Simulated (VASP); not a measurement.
# Cs in VASP: notebook

The runs below take Cs through single point, with PBEsol, revPBE+D3(BJ).

Program: VASP 6.6.1. These are calculated values, not measurements. Logs are shortened: lines on timing, memory, paths and dates and some standing lists are left out, and cuts for length are marked.

## Step 1: The cell of the first run

The cell holds a molecule in a box, 1 atom: a = 10.500 Å, b = 11.000 Å, c = 11.500 Å, α = 90.00°, β = 90.00°, γ = 90.00°.

## Step 2: Single point, PBEsol, collinear spin

INCAR reads:

```
PREC     = Accurate       # precision mode
ENCUT    = 400            # plane-wave cutoff, eV
EDIFF    = 1E-6           # SCF threshold, eV
ISMEAR   = 0              # smearing method
SIGMA    = 0.005          # smearing width, eV
LREAL    = False          # projectors in reciprocal space
LASPH    = True           # aspherical terms in the spheres
NELM     = 200            # most SCF steps
ALGO     = Normal         # electronic algorithm
ISIF     = 2              # what is computed and relaxed
LWAVE    = False          # write WAVECAR
LCHARG   = True           # write CHGCAR
ISPIN    = 2              # spin polarisation
MAGMOM   = 0.5            # initial moments
LORBIT   = 11             # projections on sites
GGA      = PS             # functional
LELF     = True           # ELF
LVHAR    = True         
NBANDS   = 14             # bands
GGA_COMPAT= False        
NELMDL   = -8
```

KPOINTS reads:

```
Automatic mesh
0
Gamma
  1 1 1
```

POSCAR reads:

```
Cs
1.0
   10.5000000000      0.0000000000      0.0000000000
    0.0000000000     11.0000000000      0.0000000000
    0.0000000000      0.0000000000     11.5000000000
Cs
1
Direct
    0.5000000000      0.5045454500      0.5000000000
```

Potentials or basis: VASP PAW PBE potentials, release 64 (Cs_sv).

The run is started by

```bash
> cat potpaw_PBE.64/Cs_sv/POTCAR > POTCAR
> mpirun -np 1 vasp_gam > vasp.out
```

OUTCAR:

```text
PREC = Accurate
   ENCUT = 400
   EDIFF = 1E-6
   ISMEAR = 0
   LREAL = False
   LASPH = True
   NELM = 200
   ISIF = 2
   ISPIN = 2
   LORBIT = 11
   GGA = PS
   NELMDL = -8

 ion  position               nearest neighbor table
   1  0.500  0.505  0.500-

  LATTYP: Found a simple orthorhombic cell.
 ALAT       =    10.5000000000
 B/A-ratio  =     1.0476190476
 C/A-ratio  =     1.0952380952

  Lattice vectors:

 A1 = (  10.5000000000,   0.0000000000,   0.0000000000)
 A2 = (   0.0000000000,  11.0000000000,   0.0000000000)
 A3 = (   0.0000000000,   0.0000000000,  11.5000000000)

Analysis of symmetry for initial positions (statically):
=====================================================================
 Subroutine PRICEL returns:
 Original cell was already a primitive cell.

 Routine SETGRP: Setting up the symmetry group for a
 simple orthorhombic supercell.

 Subroutine GETGRP returns: Found  8 space group operations
 (whereof  4 operations were pure point group operations)
 out of a pool of  8 trial point group operations.

The static configuration has the point symmetry C_2v.
 The point group associated with its full space group is D_2h.

Analysis of symmetry for dynamics (positions and initial velocities):
=====================================================================
 Subroutine PRICEL returns:
 Original cell was already a primitive cell.

 Routine SETGRP: Setting up the symmetry group for a
 simple orthorhombic supercell.

 Subroutine GETGRP returns: Found  8 space group operations
 (whereof  4 operations were pure point group operations)
 out of a pool of  8 trial point group operations.

The dynamic configuration has the point symmetry C_2v.
 The point group associated with its full space group is D_2h.

Analysis of structural, dynamic, and magnetic symmetry:
=====================================================================
 Subroutine PRICEL returns:
 Original cell was already a primitive cell.

 Routine SETGRP: Setting up the symmetry group for a
 simple orthorhombic supercell.

 Subroutine GETGRP returns: Found  8 space group operations
 (whereof  4 operations were pure point group operations)
 out of a pool of  8 trial point group operations.

The overall configuration has the point symmetry C_2v.
 The point group associated with its full space group is D_2h.

 Subroutine INISYM returns: Found  8 space group operations
 (whereof  4 operations are pure point group operations),
 and found     1 'primitive' translations

----------------------------------------------------------------------------------------

                                     Primitive cell

  volume of cell :    1328.2500

[... 87 lines left out ...]
   GGA     = PS    functional components
   LHFCALC =     F    Hartree Fock is set to
   AEXX    =    0.0000 exact exchange contribution
   IVDW    =     0    specifies the selected vdW correction
   LEPSILON=     F    determine dielectric tensor
   LRPA    =     F    only Hartree local field effects (RPA)
 spin polarized calculation
 Gauss-broadening in eV      SIGMA  =   0.01
  energy-cutoff  :      400.00
  volume of cell :     1328.25
 maximum number of plane-waves:     12033
 NGX is ok and might be reduce to    70
   NGX = 35   NGY = 35   NGZ = 37

 number of electron       9.0000000 magnetization       1.0000005

 Free energy of the ion-electron system (eV)
  ---------------------------------------------------
  ext. energy  EPLUGINS =         0.00000000
  ---------------------------------------------------
  free energy    TOTEN  =        -0.22604000 eV

  energy without entropy =       -0.22604000  energy(sigma->0) =       -0.22604000

 E-fermi :  -2.0127     XC(G=0):  -0.9106

 val. band max:       -2.0999044822   @ k =   0.0000   0.0000   0.0000
 cond. band min:      -1.3448776155   @ k =   0.0000   0.0000   0.0000
 fundamental gap:      0.7550268668
 Fermi energy:        -2.0126987961

 spin component 1

 k-point     1 :       0.0000    0.0000    0.0000
  band No.  band energies     occupation
      1     -26.5619      1.00000
      2     -13.3465      1.00000
      3     -13.3442      1.00000
      4     -13.3406      1.00000
      5      -2.0999      1.00000
      6      -0.4724      0.00000
      7      -0.4401      0.00000
      8      -0.4233      0.00000
      9      -0.3982      0.00000
     10      -0.3587      0.00000
     11      -0.1906      0.00000
     12      -0.1799      0.00000
     13      -0.1735      0.00000
     14       0.0214      0.00000
 Fermi energy:        -2.0126987961

 spin component 2

 k-point     1 :       0.0000    0.0000    0.0000
  band No.  band energies     occupation
      1     -26.5295      1.00000
      2     -13.2746      1.00000
      3     -13.2716      1.00000
      4     -13.2671      1.00000
      5      -1.3449      0.00000
      6       0.3084      0.00000
      7       0.3234      0.00000
      8       0.3643      0.00000
      9       0.3756      0.00000
     10       0.3819      0.00000
     11       0.4698      0.00000
     12       0.5146      0.00000
     13       0.5700      0.00000
     14       0.9211      0.00000

------------------------ aborting loop because EDIFF is reached ----------------------------------------

  FORCE on cell =-STRESS in cart. coord.  units (eV):
  Direction    XX          YY          ZZ          XY          YZ          ZX
  --------------------------------------------------------------------------------------
  -------------------------------------------------------------------------------------
  Total       -0.2498861     -0.1782161     -0.1287728      0.0000000      0.0000000      0.0000000
  in kB       -0.3014205     -0.2149700     -0.1553298      0.0000000      0.0000000      0.0000000
  external PRESSURE =      -0.2239068 kB  Pullay stress =       0.0000000 kB

 VOLUME and BASIS-vectors are now :
 -----------------------------------------------------------------------------
  energy-cutoff  :      400.00
  volume of cell :     1328.25
      direct lattice vectors                 reciprocal lattice vectors
    10.500000000  0.000000000  0.000000000     0.095238095  0.000000000  0.000000000
     0.000000000 11.000000000  0.000000000     0.000000000  0.090909091  0.000000000
     0.000000000  0.000000000 11.500000000     0.000000000  0.000000000  0.086956522

 POSITION                                       TOTAL-FORCE (eV/Angst)
 -----------------------------------------------------------------------------------
      5.25000      5.55000      5.75000         0.000000     -0.000000      0.000000
 -----------------------------------------------------------------------------------
    total drift:                                0.000000      0.000099     -0.000030

  FREE ENERGIE OF THE ION-ELECTRON SYSTEM (eV)
  ---------------------------------------------------
  free  energy   TOTEN  =        -0.2260399971 eV

  energy  without entropy=       -0.2260399971  energy(sigma->0) =       -0.22604000

 total charge

# of ion       s       p       d       tot
------------------------------------------
    1        1.877   4.672   0.000   6.549

 magnetization (x)

# of ion       s       p       d       tot
------------------------------------------
    1        0.034  -0.016   0.000   0.018
```

OSZICAR:

```text
N       E                     dE             d eps       ncg     rms          rms(c)
DAV:   1     0.840920130586E+02    0.84092E+02   -0.16227E+03    72   0.246E+02
[... 25 lines left out ...]
DAV:  27    -0.225972902950E+00   -0.36686E-04   -0.20200E-06    64   0.516E-03    0.666E-05
DAV:  28    -0.226002373760E+00   -0.29471E-04   -0.76178E-07    56   0.306E-03    0.431E-05
DAV:  29    -0.226030186976E+00   -0.27813E-04   -0.13725E-06    56   0.325E-03    0.242E-05
DAV:  30    -0.226032932878E+00   -0.27459E-05   -0.65286E-08    56   0.934E-04    0.145E-05
DAV:  31    -0.226036374075E+00   -0.34412E-05   -0.53347E-08    50   0.765E-04    0.596E-06
DAV:  32    -0.226039457300E+00   -0.30832E-05   -0.33810E-08    50   0.636E-04    0.424E-06
DAV:  33    -0.226039997062E+00   -0.53976E-06   -0.13433E-08    50   0.345E-04
   1 F= -.22604000E+00 E0= -.22604000E+00  d E =-.109624-134  mag=     1.0000
```

It took 1.7 min on 1 thread of AMD EPYC 9R45 (Zen 5), shared host; peak memory 1 GiB.

What came out:

```
Free energy                                           : -0.2260 eV
Gap between the frontier levels                       : 0.76 eV
Net moment                                            : 1.00 μB per cell
Valence electrons inside the program's atomic spheres : Cs 6.55
```

Levels at points of the mesh, in eV from the valence-band top:
Spin up:
| k point | band 1 | band 2 | band 3 | band 4 | band 5 | band 6 | band 7 | band 8 | band 9 | band 10 |
| --- | --- | --- | --- | --- | --- | --- | --- | --- | --- | --- |
| (0.00, 0.00, 0.00) | -24.46 | -11.25 | -11.24 | -11.24 | 0.00 | 1.63 | 1.66 | 1.68 | 1.70 | 1.74 |
Spin down:
```csv
k point,band 1,band 2,band 3,band 4,band 5,band 6,band 7,band 8
"(0.00, 0.00, 0.00)",-24.43,-11.17,-11.17,-11.17,0.75,2.41,2.42,2.46
```

Caveat: the PAW data sets were made with another functional, which shifts forces and pressure a little; spin-orbit coupling is left out, which moves the levels of the heavy elements.

## Step 3: Single point, revPBE+D3(BJ), collinear spin

INCAR reads:

```
PREC = Accurate
ENCUT = 400
EDIFF = 1E-6
ISMEAR = 0
SIGMA = 0.005
LREAL = F
LASPH = T
NELM = 200
ALGO = Normal
ISIF = 2
LWAVE = F
LCHARG = F
ISPIN = 2
MAGMOM = 0.5
LORBIT = 11
GGA = RE
IVDW = 12
NBANDS = 14
GGA_COMPAT = F
NELMDL = -8
```

KPOINTS reads:

```
regular mesh
0
Gamma
  1 1 1
```

POSCAR is that of step 2.

Potentials or basis: VASP PAW PBE potentials, release 64 (Cs_sv).

The run is started by

```bash
> cat potpaw_PBE.64/Cs_sv/POTCAR > POTCAR
> mpirun -np 1 vasp_gam > vasp.out
```

OUTCAR:

```text
PREC = Accurate
   ENCUT = 400
   EDIFF = 1E-6
   ISMEAR = 0
   LREAL = F
   LASPH = T
   NELM = 200
   ISIF = 2
   ISPIN = 2
   LORBIT = 11
   GGA = RE
   IVDW = 12
   NELMDL = -8
 IVDW          = 12

 ion  position               nearest neighbor table
   1  0.500  0.505  0.500-

  LATTYP: Found a simple orthorhombic cell.
 ALAT       =    10.5000000000
 B/A-ratio  =     1.0476190476
 C/A-ratio  =     1.0952380952

  Lattice vectors:

 A1 = (  10.5000000000,   0.0000000000,   0.0000000000)
 A2 = (   0.0000000000,  11.0000000000,   0.0000000000)
 A3 = (   0.0000000000,   0.0000000000,  11.5000000000)

Analysis of symmetry for initial positions (statically):
=====================================================================
 Subroutine PRICEL returns:
 Original cell was already a primitive cell.

 Routine SETGRP: Setting up the symmetry group for a
 simple orthorhombic supercell.

 Subroutine GETGRP returns: Found  8 space group operations
 (whereof  4 operations were pure point group operations)
 out of a pool of  8 trial point group operations.

[... 182 lines left out ...]

 k-point     1 :       0.0000    0.0000    0.0000
  band No.  band energies     occupation
      1     -26.4682      1.00000
      2     -13.2509      1.00000
      3     -13.2476      1.00000
      4     -13.2424      1.00000
      5      -1.4029      0.00000
      6       0.2701      0.00000
      7       0.2951      0.00000
      8       0.3374      0.00000
      9       0.3495      0.00000
     10       0.3553      0.00000
     11       0.3835      0.00000
     12       0.4257      0.00000
     13       0.4840      0.00000
     14       0.8044      0.00000

------------------------ aborting loop because EDIFF is reached ----------------------------------------

 Edisp (eV)   -0.03362

 E8    (eV) :    -0.0213

  FORCE on cell =-STRESS in cart. coord.  units (eV):
  Direction    XX          YY          ZZ          XY          YZ          ZX
  --------------------------------------------------------------------------------------
  -------------------------------------------------------------------------------------
  Total      -0.33436    -0.24684    -0.18636     0.00000     0.00000     0.00000
  in kB      -0.40331    -0.29775    -0.22479     0.00000     0.00000     0.00000
  external pressure =       -0.31 kB  Pullay stress =        0.00 kB

 VOLUME and BASIS-vectors are now :
 -----------------------------------------------------------------------------
  energy-cutoff  :      400.00
  volume of cell :     1328.25
      direct lattice vectors                 reciprocal lattice vectors
    10.500000000  0.000000000  0.000000000     0.095238095  0.000000000  0.000000000
     0.000000000 11.000000000  0.000000000     0.000000000  0.090909091  0.000000000
     0.000000000  0.000000000 11.500000000     0.000000000  0.000000000  0.086956522

 POSITION                                       TOTAL-FORCE (eV/Angst)
 -----------------------------------------------------------------------------------
      5.25000      5.55000      5.75000         0.000000      0.000000      0.000000
 -----------------------------------------------------------------------------------
    total drift:                                0.000000      0.000096     -0.000028

  FREE ENERGIE OF THE ION-ELECTRON SYSTEM (eV)
  ---------------------------------------------------
  free  energy   TOTEN  =        -0.2390753455 eV

  energy  without entropy=       -0.2390753455  energy(sigma->0) =       -0.23907535

 total charge

# of ion       s       p       d       tot
------------------------------------------
    1        1.867   4.692   0.000   6.559

 magnetization (x)

# of ion       s       p       d       tot
------------------------------------------
    1        0.031  -0.014   0.000   0.018
```

OSZICAR:

```text
N       E                     dE             d eps       ncg     rms          rms(c)
DAV:   1     0.838230866773E+02    0.83823E+02   -0.16161E+03    72   0.246E+02
DAV:   2     0.216070781951E+02   -0.62216E+02   -0.61234E+02   100   0.487E+01
[... 26 lines left out ...]
DAV:  29    -0.205440101797E+00   -0.16785E-04   -0.19201E-06    64   0.557E-03    0.408E-05
DAV:  30    -0.205444241044E+00   -0.41392E-05   -0.84835E-07    64   0.354E-03    0.230E-05
DAV:  31    -0.205451264249E+00   -0.70232E-05   -0.49413E-07    56   0.285E-03    0.143E-05
DAV:  32    -0.205455225073E+00   -0.39608E-05   -0.24409E-07    64   0.193E-03    0.106E-05
DAV:  33    -0.205458314214E+00   -0.30891E-05   -0.14351E-07    64   0.153E-03    0.669E-06
DAV:  34    -0.205458861291E+00   -0.54708E-06   -0.73065E-08    56   0.114E-03
   1 F= -.23907535E+00 E0= -.23907535E+00  d E =-.385936E-36  mag=     1.0000
```

Run time: 98 s. Hardware: 1 thread of AMD EPYC 9R45 (Zen 5), shared host; peak memory 1 GiB.

What came out:

- Free energy: -0.2391 eV
- Gap between the frontier levels: 0.63 eV
- Net moment: 1.00 μB per cell
- Valence electrons inside the program's atomic spheres: Cs 6.56
- Dispersion energy per atom: -0.034 eV

Levels at points of the mesh, in eV from the valence-band top:
Spin up:
```
           k point  band 1  band 2  band 3  band 4  band 5  band 6  band 7  band 8  band 9  band 10
(0.00, 0.00, 0.00)  -24.47  -11.29  -11.29  -11.29    0.00    1.59    1.63    1.65    1.69     1.70
```
Spin down:
| k point | band 1 | band 2 | band 3 | band 4 | band 5 | band 6 | band 7 | band 8 |
| --- | --- | --- | --- | --- | --- | --- | --- | --- |
| (0.00, 0.00, 0.00) | -24.44 | -11.22 | -11.22 | -11.21 | 0.63 | 2.30 | 2.32 | 2.37 |

Caveat: the PAW data sets were made with another functional, which shifts forces and pressure a little; spin-orbit coupling is left out, which moves the levels of the heavy elements.
